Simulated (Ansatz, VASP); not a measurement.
Two plane-wave programs on Mo

```
CELL_PARAMETERS angstrom
2.78916 0.00000 0.00000
-1.39458 2.41548 0.00000
0.00000 0.00000 2.60530
ATOMIC_POSITIONS crystal
Mo 0.00000 0.00000 0.50000
```

Alike in both runs: task single point; functional PBEsol; dispersion D3(BJ); k mesh 12 × 12 × 11; no spin polarisation.

|  | VASP | Ansatz |
| --- | --- | --- |
| version | VASP 6.6.1 | Ansatz 0.2.0 |
| potentials or method | VASP PAW PBE potentials, release 64 (Mo_sv), cutoff 520 eV | plane waves, PAW |
| occupations | methfessel-paxton of order 1, width 0.05 eV | cold, width 0.05 eV |
| valence electrons in the cell | 14 | 14 |

```csv
,VASP,Ansatz,Ansatz less VASP
pressure (GPa),-20.8,-21.2,-0.40
"traceless stress, the component that is largest in VASP (GPa)",-4.70,-4.91,-0.211
```

VASP's potentials were made for PBE, not for PBEsol.
